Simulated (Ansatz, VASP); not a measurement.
## One calculation of Sn, two programs

```xyz
2
Lattice="0.0000 3.2370 3.2370 3.2370 0.0000 3.2370 3.2370 3.2370 0.0000" Properties=species:S:1:pos:R:3 pbc="T T T"
Sn    3.2370    3.2370    3.2370
Sn    4.8556    4.8556    4.8556
```

Alike in both runs: functional LDA; k mesh 12 × 12 × 12; occupations gaussian, width 0.1 eV; no spin polarisation.

Ansatz relaxed the structure, and its values are those at the end. VASP's run is a single point on that final structure, the one shown.

|  | VASP | Ansatz |
| --- | --- | --- |
| version | VASP 6.6.1 | Ansatz 0.2.0 |
| potentials or method | VASP PAW LDA potentials, release 64 (Sn_d), cutoff 520 eV | scalar-relativistic, plane waves, PAW |
| valence electrons in the cell | 28 | 28 |

|  | VASP | Ansatz | Ansatz less VASP |
| --- | --- | --- | --- |
| gap on the k mesh at the Fermi level (eV) | none | none | - |
| pressure (GPa) | 0.0 | 0.0 | 0.00 |

LDA's correlation is that of Perdew and Zunger in VASP and of Perdew and Wang (1992) in Ansatz. A gap of «none» marks a metal or a gap that the smearing closes.
